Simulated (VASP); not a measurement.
A run of VASP 6.6.1 is set up as follows.

File INCAR:

```
PREC = Accurate ; ENCUT = 520
EDIFF = 1E-6 ; ISMEAR = 0
SIGMA = 0.1 ; LREAL = False
LASPH = True ; NELM = 100
ALGO = Normal ; ISIF = 2
LWAVE = False ; LCHARG = False
GGA = PE ; NBANDS = 20
```

Contents of KPOINTS:

```
Automatic mesh
0
Gamma
  4 4 4
```

The input POSCAR:

```
AsSe3
1.0
    5.1244143600      0.0000000000      0.0000000000
    0.0000000000      5.1244143600      0.0000000000
    0.0000000000      0.0000000000      5.1244143600
As Se
1 3
Direct
    0.0000000000      0.0000000000      0.0000000000
    0.0000000000      0.0000000000      0.5000000000
    0.0000000000      0.5000000000      0.0000000000
    0.5000000000      0.0000000000      0.0000000000
```

Potentials or basis: VASP PAW PBE potentials, release 64 (As, Se).

Launch:

```bash
$ cat potpaw_PBE.64/As/POTCAR potpaw_PBE.64/Se/POTCAR > POTCAR
$ mpirun -np 1 vasp_std > vasp.out
```

(1) Predict the band gap on the k mesh.

(2) What does it give for the pressure?

Results:

(1) zero (an odd number of electrons rules out a gap without spin polarisation).

(2) -0.2 GPa.
